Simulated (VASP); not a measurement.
# AlAs (F-43m) in VASP: a series of runs, part 2 of 2

VASP 6.6.1. The steps go on from the part before.

## (3) Single point, PBE (strain +4.0%)

INCAR

```
PREC = Accurate ; ENCUT = 500
EDIFF = 1E-6 ; ISMEAR = 0
SIGMA = 0.01 ; LREAL = False
LASPH = True ; NELM = 120
ALGO = Normal ; ISIF = 2
LWAVE = False ; LCHARG = False
GGA = PE ; NBANDS = 11
GGA_COMPAT = False
```

KPOINTS

```
Automatic mesh
0
Gamma
  4 4 4
```

POSCAR

```
AlAs
1.0
    0.0000000000      2.9524816232      2.9524816232
    2.9524816232      0.0000000000      2.9524816232
    2.9524816232      2.9524816232      0.0000000000
Al As
1 1
Direct
    0.0000000000      0.0000000000      0.0000000000
    0.2500000000      0.2500000000      0.2500000000
```

Potentials or basis: VASP PAW PBE potentials, release 64 (Al, As).

On the command line:

```
$ cat potpaw_PBE.64/Al/POTCAR potpaw_PBE.64/As/POTCAR > POTCAR
$ mpirun -np 1 vasp_std > vasp.out
```

OUTCAR:

```text
PREC = Accurate
   ENCUT = 500
   EDIFF = 1E-6
   ISMEAR = 0
   LREAL = False
   LASPH = True
   NELM = 120
   ISIF = 2
   GGA = PE

 ion  position               nearest neighbor table
   1  0.000  0.000  0.000-   2 2.56   2 2.56   2 2.56   2 2.56
   2  0.250  0.250  0.250-   1 2.56   1 2.56   1 2.56   1 2.56

  LATTYP: Found a face centered cubic cell.
 ALAT       =     5.9049632464

  Lattice vectors:

 A1 = (   0.0000000000,   2.9524816232,   2.9524816232)
 A2 = (   2.9524816232,   0.0000000000,   2.9524816232)
 A3 = (   2.9524816232,   2.9524816232,   0.0000000000)

Analysis of symmetry for initial positions (statically):
=====================================================================
 Subroutine PRICEL returns:
 Original cell was already a primitive cell.

 Routine SETGRP: Setting up the symmetry group for a
 face centered cubic supercell.

 Subroutine GETGRP returns: Found 24 space group operations
 (whereof 24 operations were pure point group operations)
 out of a pool of 48 trial point group operations.

The static configuration has the point symmetry T_d .

Analysis of symmetry for dynamics (positions and initial velocities):
=====================================================================
 Subroutine PRICEL returns:
 Original cell was already a primitive cell.

 Routine SETGRP: Setting up the symmetry group for a
 face centered cubic supercell.

 Subroutine GETGRP returns: Found 24 space group operations
 (whereof 24 operations were pure point group operations)
 out of a pool of 48 trial point group operations.

The dynamic configuration has the point symmetry T_d .

 Subroutine INISYM returns: Found 24 space group operations
 (whereof 24 operations are pure point group operations),
 and found     1 'primitive' translations

----------------------------------------------------------------------------------------

                                     Primitive cell
[... 99 lines left out ...]
   GGA     = PE    functional components
   LHFCALC =     F    Hartree Fock is set to
   AEXX    =    0.0000 exact exchange contribution
   IVDW    =     0    specifies the selected vdW correction
   LEPSILON=     F    determine dielectric tensor
   LRPA    =     F    only Hartree local field effects (RPA)
 non-spin polarized calculation
 Gauss-broadening in eV      SIGMA  =   0.01
  energy-cutoff  :      500.00
  volume of cell :       51.47
 maximum number of plane-waves:      1323
   NGX = 15   NGY = 15   NGZ = 15

 number of electron       8.0000001 magnetization

 Free energy of the ion-electron system (eV)
  ---------------------------------------------------
  ext. energy  EPLUGINS =         0.00000000
  ---------------------------------------------------
  free energy    TOTEN  =        -9.20797429 eV

  energy without entropy =       -9.20797429  energy(sigma->0) =       -9.20797429

 E-fermi :   3.0122     XC(G=0):  -8.5359

 val. band max:        2.9149949827   @ k =   0.0000   0.0000   0.0000
 cond. band min:       4.0003680218   @ k =   0.0000   0.0000   0.0000
 fundamental gap:      1.0853730392
 Fermi energy:         3.0122292395

 k-point     1 :       0.0000    0.0000    0.0000
  band No.  band energies     occupation
      1      -8.2910      2.00000
      2       2.9150      2.00000
      3       2.9150      2.00000
      4       2.9150      2.00000
      5       4.0004      0.00000
      6       6.9595      0.00000
      7       6.9595      0.00000
      8       6.9595      0.00000
      9      11.1259      0.00000
     10      11.6535      0.00000
     11      11.6535      0.00000
[... 85 lines left out ...]
 k-point     8 :      -0.2500    0.5000    0.2500
  band No.  band energies     occupation
      1      -6.6780      2.00000
      2      -1.8742      2.00000
      3       0.1818      2.00000
      4       0.4767      2.00000
      5       7.1793      0.00000
      6       7.8825      0.00000
      7       8.1263      0.00000
      8       8.8085      0.00000
      9      12.6253      0.00000
     10      14.2541      0.00000
     11      14.6450      0.00000

------------------------ aborting loop because EDIFF is reached ----------------------------------------

  FORCE on cell =-STRESS in cart. coord.  units (eV):
  Direction    XX          YY          ZZ          XY          YZ          ZX
  --------------------------------------------------------------------------------------
  -------------------------------------------------------------------------------------
  Total       -1.5352580     -1.5352580     -1.5352580      0.0000000     -0.0000000      0.0000000
  in kB      -47.7859634    -47.7859634    -47.7859634      0.0000000     -0.0000000      0.0000000
  external PRESSURE =     -47.7859634 kB  Pullay stress =       0.0000000 kB

 VOLUME and BASIS-vectors are now :
 -----------------------------------------------------------------------------
  energy-cutoff  :      500.00
  volume of cell :       51.47
      direct lattice vectors                 reciprocal lattice vectors
     0.000000000  2.952481623  2.952481623    -0.169349064  0.169349064  0.169349064
     2.952481623  0.000000000  2.952481623     0.169349064 -0.169349064  0.169349064
     2.952481623  2.952481623  0.000000000     0.169349064  0.169349064 -0.169349064

 POSITION                                       TOTAL-FORCE (eV/Angst)
 -----------------------------------------------------------------------------------
      0.00000      0.00000      0.00000        -0.000000     -0.000000     -0.000000
      1.47624      1.47624      1.47624         0.000000      0.000000      0.000000
 -----------------------------------------------------------------------------------
    total drift:                                0.000000      0.000000      0.000000

  FREE ENERGIE OF THE ION-ELECTRON SYSTEM (eV)
  ---------------------------------------------------
  free  energy   TOTEN  =        -9.2079742863 eV

  energy  without entropy=       -9.2079742863  energy(sigma->0) =       -9.20797429
```

Wall time 3.1 s (1 thread of Intel Xeon 6975P-C (Granite Rapids), shared host); peak memory 0.16 GiB.

What came out:

```yaml
Free_energy: -9.2080 eV
Pressure: -4.8 GPa
Band_gap_on_the_k_mesh: 1.09 eV, direct
```

Levels at points of the mesh, in eV from the valence-band top:
```tsv
k point	band 1	band 2	band 3	band 4	band 5	band 6	band 7	band 8	band 9
(0.00, 0.00, 0.00)	-11.21	0.00	0.00	0.00	1.09	4.04	4.04	4.04	8.21
(0.50, 0.00, 0.00)	-10.05	-5.07	-0.74	-0.74	1.67	4.55	4.55	7.47	10.20
(0.50, 0.50, 0.00)	-9.61	-5.04	-1.91	-1.91	1.61	2.24	9.34	9.34	10.48
```

Caveat: the k points lie up to 0.46 Å⁻¹ apart; the cell differs from its parent crystal (strain +4.0%).

## (4) Single point, PBE (strain -4.0%)

INCAR

```
  ALGO = Normal
  EDIFF = 1E-6
  ENCUT = 500
  GGA = PE
  GGA_COMPAT = F
  ISIF = 2
  ISMEAR = -1
  LASPH = T
  LCHARG = F
  LREAL = F
  LWAVE = F
  NBANDS = 11
  NELM = 120
  PREC = Accurate
  SIGMA = 0.02
```

KPOINTS

```
k-points
0
Gamma
  8 8 8
```

POSCAR

```
AlAs
1.0
    0.0000000000      2.7253676522      2.7253676522
    2.7253676522      0.0000000000      2.7253676522
    2.7253676522      2.7253676522      0.0000000000
Al As
1 1
Direct
    0.0000000000      0.0000000000      0.0000000000
    0.2500000000      0.2500000000      0.2500000000
```

Potentials or basis: VASP PAW PBE potentials, release 64 (Al, As).

On the command line:

```
$ cat potpaw_PBE.64/Al/POTCAR potpaw_PBE.64/As/POTCAR > POTCAR
$ mpirun -np 1 vasp_std > vasp.out
```

OUTCAR:

```text
EDIFF = 1E-6
   ENCUT = 500
   GGA = PE
   ISIF = 2
   ISMEAR = -1
   LASPH = T
   LREAL = F
   NELM = 120
   PREC = Accurate

 ion  position               nearest neighbor table
   1  0.000  0.000  0.000-   2 2.36   2 2.36   2 2.36   2 2.36
   2  0.250  0.250  0.250-   1 2.36   1 2.36   1 2.36   1 2.36

  LATTYP: Found a face centered cubic cell.
 ALAT       =     5.4507353044

  Lattice vectors:

 A1 = (   0.0000000000,   2.7253676522,   2.7253676522)
 A2 = (   2.7253676522,   0.0000000000,   2.7253676522)
 A3 = (   2.7253676522,   2.7253676522,   0.0000000000)

Analysis of symmetry for initial positions (statically):
=====================================================================
 Subroutine PRICEL returns:
 Original cell was already a primitive cell.

 Routine SETGRP: Setting up the symmetry group for a
 face centered cubic supercell.

 Subroutine GETGRP returns: Found 24 space group operations
 (whereof 24 operations were pure point group operations)
 out of a pool of 48 trial point group operations.

The static configuration has the point symmetry T_d .
[... 169 lines left out ...]
      1      -7.6369      2.00000
      2       4.9091      2.00000
      3       4.9091      2.00000
      4       4.9091      2.00000
      5       7.9034      0.00000
      6       9.3925      0.00000
      7       9.3925      0.00000
      8       9.3925      0.00000
      9      14.1420      0.00000
     10      14.1420      0.00000
     11      14.4259      0.00000
[... 309 lines left out ...]
 k-point    24 :      -0.3750    0.2500    0.1250
  band No.  band energies     occupation
      1      -5.6209      2.00000
      2      -0.8081      2.00000
      3       1.9248      2.00000
      4       3.1634      2.00000
      5       8.7689      0.00000
      6       9.3268      0.00000
      7      12.0415      0.00000
      8      13.0133      0.00000
      9      13.7644      0.00000
     10      16.3925      0.00000
     11      17.9622      0.00000

 [... further k-points ...]

------------------------ aborting loop because EDIFF is reached ----------------------------------------

  FORCE on cell =-STRESS in cart. coord.  units (eV):
  Direction    XX          YY          ZZ          XY          YZ          ZX
  --------------------------------------------------------------------------------------
  -------------------------------------------------------------------------------------
  Total        3.5545133      3.5545133      3.5545133      0.0000000     -0.0000000      0.0000000
  in kB      140.6648004    140.6648004    140.6648004      0.0000000     -0.0000000      0.0000000
  external PRESSURE =     140.6648004 kB  Pullay stress =       0.0000000 kB

 VOLUME and BASIS-vectors are now :
 -----------------------------------------------------------------------------
  energy-cutoff  :      500.00
  volume of cell :       40.49
      direct lattice vectors                 reciprocal lattice vectors
     0.000000000  2.725367652  2.725367652    -0.183461486  0.183461486  0.183461486
     2.725367652  0.000000000  2.725367652     0.183461486 -0.183461486  0.183461486
     2.725367652  2.725367652  0.000000000     0.183461486  0.183461486 -0.183461486

 POSITION                                       TOTAL-FORCE (eV/Angst)
 -----------------------------------------------------------------------------------
      0.00000      0.00000      0.00000         0.000000     -0.000000      0.000000
      1.36268      1.36268      1.36268        -0.000000      0.000000     -0.000000
 -----------------------------------------------------------------------------------
    total drift:                                0.000000      0.000000      0.000000

  FREE ENERGIE OF THE ION-ELECTRON SYSTEM (eV)
  ---------------------------------------------------
  free  energy   TOTEN  =        -9.1333945607 eV

  energy  without entropy=       -9.1333945607  energy(sigma->0) =       -9.13339456
```

Run time: 4.9 s. Hardware: 1 thread of Intel Xeon 6975P-C (Granite Rapids), shared host; peak memory 0.16 GiB.

Results:

```yaml
Free_energy: -9.1334 eV
Pressure: 14.1 GPa
Band_gap_on_the_k_mesh: 1.21 eV, indirect (least direct gap 2.99 eV)
```

Levels at points of the mesh, in eV from the valence-band top:
| k point | band 1 | band 2 | band 3 | band 4 | band 5 | band 6 | band 7 | band 8 | band 9 |
| --- | --- | --- | --- | --- | --- | --- | --- | --- | --- |
| (0.00, 0.00, 0.00) | -12.55 | 0.00 | 0.00 | 0.00 | 2.99 | 4.48 | 4.48 | 4.48 | 9.23 |
| (0.50, 0.00, 0.00) | -10.85 | -6.11 | -0.91 | -0.91 | 2.58 | 4.75 | 4.75 | 7.94 | 12.06 |
| (0.50, 0.50, 0.00) | -10.18 | -5.85 | -2.44 | -2.44 | 1.21 | 2.28 | 11.22 | 11.22 | 13.10 |

Caveat: the cell differs from its parent crystal (strain -4.0%). A k mesh can miss the band edges.

## (5) Summary

| cell | k mesh | smearing | gap on the mesh (eV) | pressure (GPa) |
| --- | --- | --- | --- | --- |
| a = 4.135 Å, angles 60.0°, 2 atoms | 4 × 4 × 4 | gaussian 0.01 eV | 1.30 | -3.4 |
| a = 4.175 Å, angles 60.0°, 2 atoms | 4 × 4 × 4 | gaussian 0.01 eV | 1.09 | -4.8 |
| a = 3.854 Å, angles 60.0°, 2 atoms | 8 × 8 × 8 | fermi-dirac 0.02 eV | 1.21 | 14.1 |

Alike in all rows: task single point; level PBE; potentials or basis VASP PAW PBE potentials, release 64 (Al, As); no spin polarisation; cutoff (eV) 500.

Caveats: some runs use coarse meshes.

Absolute energies hang on the potentials; compare differences alone.
